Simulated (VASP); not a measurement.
# LiZn (Fd-3m) in VASP: further runs, part 2 of 3

VASP 6.6.1. Earlier steps stand in the parts before.

**3. Electric field gradients, LDA (15.21 Å³/atom)**

INCAR reads:

```
  PREC = Accurate
  ENCUT = 520
  EDIFF = 1E-8
  ISMEAR = -1
  SIGMA = 0.08
  LREAL = F
  LASPH = T
  NELM = 100
  ALGO = Normal
  ISIF = 2
  LWAVE = F
  LCHARG = F
  GGA = CA
  LEFG = T
  NBANDS = 23
```

KPOINTS reads:

```
Automatic mesh
0
Gamma
  9 9 9
```

POSCAR reads:

```
LiZn
1.0
    0.0000000000      3.1213356241      3.1213356241
    3.1213356241      0.0000000000      3.1213356241
    3.1213356241      3.1213356241      0.0000000000
Li Zn
2 2
Direct
    0.5000000000      0.5000000000      0.5000000000
    0.7500000000      0.7500000000      0.7500000000
    0.0000000000      0.0000000000      0.0000000000
    0.2500000000      0.2500000000      0.2500000000
```

Potentials or basis: VASP PAW LDA potentials, release 64 (Li_sv, Zn).

Command:

```
> cat potpaw_LDA.64/Li_sv/POTCAR potpaw_LDA.64/Zn/POTCAR > POTCAR
> mpirun -np 1 vasp_std > vasp.out
```

OUTCAR:

```text
PREC = Accurate
   ENCUT = 520
   EDIFF = 1E-8
   ISMEAR = -1
   LREAL = F
   LASPH = T
   NELM = 100
   ISIF = 2
   GGA = CA

 ion  position               nearest neighbor table
   1  0.500  0.500  0.500-   4 2.70   4 2.70   4 2.70   4 2.70
   2  0.750  0.750  0.750-   3 2.70   3 2.70   3 2.70   3 2.70
   3  0.000  0.000  0.000-   2 2.70   2 2.70   2 2.70   4 2.70   4 2.70   4 2.70   4 2.70   2 2.70

   4  0.250  0.250  0.250-   3 2.70   3 2.70   3 2.70   1 2.70   1 2.70   1 2.70   3 2.70   1 2.70

  LATTYP: Found a face centered cubic cell.
 ALAT       =     6.2426712482

  Lattice vectors:

 A1 = (   0.0000000000,   3.1213356241,   3.1213356241)
 A2 = (   3.1213356241,   0.0000000000,   3.1213356241)
 A3 = (   3.1213356241,   3.1213356241,   0.0000000000)

Analysis of symmetry for initial positions (statically):
=====================================================================
 Subroutine PRICEL returns:
 Original cell was already a primitive cell.

 Routine SETGRP: Setting up the symmetry group for a
 face centered cubic supercell.

 Subroutine GETGRP returns: Found 48 space group operations
 (whereof 24 operations were pure point group operations)
 out of a pool of 48 trial point group operations.

The static configuration has the point symmetry T_d .
 The point group associated with its full space group is O_h .

Analysis of symmetry for dynamics (positions and initial velocities):
=====================================================================
 Subroutine PRICEL returns:
 Original cell was already a primitive cell.

 Routine SETGRP: Setting up the symmetry group for a
 face centered cubic supercell.

 Subroutine GETGRP returns: Found 48 space group operations
 (whereof 24 operations were pure point group operations)
 out of a pool of 48 trial point group operations.

The dynamic configuration has the point symmetry T_d .
 The point group associated with its full space group is O_h .

 Subroutine INISYM returns: Found 48 space group operations
 (whereof 24 operations are pure point group operations),
 and found     1 'primitive' translations

----------------------------------------------------------------------------------------

                                     Primitive cell

  volume of cell :      60.8207

  direct lattice vectors                    reciprocal lattice vectors
     0.000000000  3.121335624  3.121335624    -0.160187836  0.160187836  0.160187836
     3.121335624  0.000000000  3.121335624     0.160187836 -0.160187836  0.160187836
     3.121335624  3.121335624  0.000000000     0.160187836  0.160187836 -0.160187836

  length of vectors
     4.414235172  4.414235172  4.414235172     0.277453471  0.277453471  0.277453471

  position of ions in fractional coordinates (direct lattice)
     0.500000000  0.500000000  0.500000000
     0.750000000  0.750000000  0.750000000
     0.000000000  0.000000000  0.000000000
     0.250000000  0.250000000  0.250000000
[... 91 lines left out ...]
   NUPDOWN=      -1.0000    fix difference up-down
   EMIN   =  10.00;   EMAX   =-10.00  energy-range for DOS
   EFERMI =   0.00;   METHOD = LEGACY
   ISMEAR =    -1;   SIGMA  =   0.08  broadening in eV -4-tet -1-fermi 0-gaus
   EFERMI_NEDOS =   21; number of points for ismear=-14 and -15
   IALGO  =     38    algorithm
   IMIX   =      4    mixing-type and parameters
     AMIX     =   0.40;   BMIX     =  1.00
     AMIX_MAG =   1.60;   BMIX_MAG =  1.00
  volume/ion in A,a.u.               =      15.21       102.61
  Fermi-wavevector in a.u.,A,eV,Ry     =   1.293495  2.444351 22.764309  1.673130
  Thomas-Fermi vector in A             =   2.425137
   LORBIT       =      0    0 simple, 1 ext, 2 COOP (PROOUT), +10 PAW based schemes
   GGA     = CA    functional components
   LHFCALC =     F    Hartree Fock is set to
   AEXX    =    0.0000 exact exchange contribution
   IVDW    =     0    specifies the selected vdW correction
   LEPSILON=     F    determine dielectric tensor
   LRPA    =     F    only Hartree local field effects (RPA)
 non-spin polarized calculation
  energy-cutoff  :      520.00
  volume of cell :       60.82
 maximum number of plane-waves:      1652
 NGX is ok and might be reduce to    36
   NGX = 17   NGY = 17   NGZ = 17

 number of electron      30.0000016 magnetization

 Free energy of the ion-electron system (eV)
  ---------------------------------------------------
  ext. energy  EPLUGINS =         0.00000000
  ---------------------------------------------------
  free energy    TOTEN  =        -8.64744529 eV

  energy without entropy =       -8.62379222  energy(sigma->0) =       -8.63561875

 E-fermi :   1.8003     XC(G=0):  -9.9459

 val. band max:        1.7672348791   @ k =   0.3333   0.2222   0.1111
 cond. band min:       1.8365966814   @ k =   0.4444   0.2222   0.0000
 fundamental gap:      0.0693618023
 Fermi energy:         1.8002705396

 k-point     1 :       0.0000    0.0000    0.0000
  band No.  band energies     occupation
      1     -43.3013      2.00000
      2     -43.2497      2.00000
      3      -5.6995      2.00000
      4      -5.5292      2.00000
      5      -5.5292      2.00000
      6      -5.5292      2.00000
[... 613 lines left out ...]
     22      12.7230      0.00000
     23      13.5844      0.00000

 [... further k-points ...]

------------------------ aborting loop because EDIFF is reached ----------------------------------------

  FORCE on cell =-STRESS in cart. coord.  units (eV):
  Direction    XX          YY          ZZ          XY          YZ          ZX
  --------------------------------------------------------------------------------------
  -------------------------------------------------------------------------------------
  Total       -2.2220180     -2.2220180     -2.2220180      0.0000000      0.0000000      0.0000000
  in kB      -58.5338035    -58.5338035    -58.5338035      0.0000000      0.0000000      0.0000000
  external PRESSURE =     -58.5338035 kB  Pullay stress =       0.0000000 kB

 VOLUME and BASIS-vectors are now :
 -----------------------------------------------------------------------------
  energy-cutoff  :      520.00
  volume of cell :       60.82
      direct lattice vectors                 reciprocal lattice vectors
     0.000000000  3.121335624  3.121335624    -0.160187836  0.160187836  0.160187836
     3.121335624  0.000000000  3.121335624     0.160187836 -0.160187836  0.160187836
     3.121335624  3.121335624  0.000000000     0.160187836  0.160187836 -0.160187836

 POSITION                                       TOTAL-FORCE (eV/Angst)
 -----------------------------------------------------------------------------------
      3.12134      3.12134      3.12134        -0.000000     -0.000000      0.000000
      4.68200      4.68200      4.68200         0.000000      0.000000      0.000000
      0.00000      0.00000      0.00000         0.000000      0.000000     -0.000000
      1.56067      1.56067      1.56067        -0.000000      0.000000     -0.000000
 -----------------------------------------------------------------------------------
    total drift:                                0.000000      0.000000      0.000000

  FREE ENERGIE OF THE ION-ELECTRON SYSTEM (eV)
  ---------------------------------------------------
  free  energy   TOTEN  =        -8.6474452929 eV

  energy  without entropy=       -8.6237922155  energy(sigma->0) =       -8.63561875

 Electric field gradients (V/A^2)
---------------------------------------------------------------------
 ion       V_xx      V_yy      V_zz      V_xy      V_xz      V_yz
---------------------------------------------------------------------
   1       0.000     0.000     0.000    -0.004    -0.004    -0.004
   2       0.000     0.000     0.000    -0.004    -0.004    -0.004
   3       0.000    -0.000    -0.000    -0.005    -0.005    -0.005
   4      -0.000    -0.000    -0.000    -0.005    -0.005    -0.005
---------------------------------------------------------------------

 Electric field gradients after diagonalization (V/A^2)
 (convention: |V_zz| > |V_xx| > |V_yy|)
----------------------------------------------------------------------
 ion       V_xx      V_yy      V_zz     asymmetry (V_yy - V_xx)/ V_zz
----------------------------------------------------------------------
   1       0.004     0.004    -0.008       0.000
   2       0.004     0.004    -0.008       0.000
   3       0.005     0.005    -0.009       0.000
   4       0.005     0.005    -0.009       0.000
----------------------------------------------------------------------

           NMR quadrupolar parameters

 Cq : quadrupolar parameter    Cq=e*Q*V_zz/h
 eta: asymmetry parameters     (V_yy - V_xx)/ V_zz
 Q  : nuclear electric quadrupole moment in mb (millibarn)
----------------------------------------------------------------------
 ion       Cq(MHz)       eta       Q (mb)
----------------------------------------------------------------------
   1      -0.000       0.000       1.000
   2      -0.000       0.000       1.000
   3      -0.000       0.000       1.000
   4      -0.000       0.000       1.000
----------------------------------------------------------------------
```

stdout:

```text
POSCAR found type information on POSCAR LiZn
 POSCAR found :  2 types and       4 ions
 scaLAPACK will be used
 LDA part: xc-table for (Slater(with rela. corr.)+CA(PZ))
 , standard interpolation
 POSCAR, INCAR and KPOINTS ok, starting setup
 FFT: planning ... GRIDC
 FFT: planning ... GRID_SOFT
 FFT: planning ... GRID
 WAVECAR not read
 entering main loop
ion   1

ion   2

ion   3

ion   4
```

Wall time 79 s (1 thread of Intel Xeon 8259CL, shared host); peak memory 0.19 GiB.

What came out:

| Quantity | Value |
| --- | --- |
| Free energy | -8.6474 eV |
| Band gap on the k mesh | zero (bands 15 and 16 overlap by 4.44 eV) |
| Largest electric field gradient by atom | zero within the noise of the run |

Caveat: the cutoff is under 1.25 times the usual one of these potentials, so pressure, stress and relaxed cells hold a basis-set (Pulay) error.

[end of part 2 of 3]
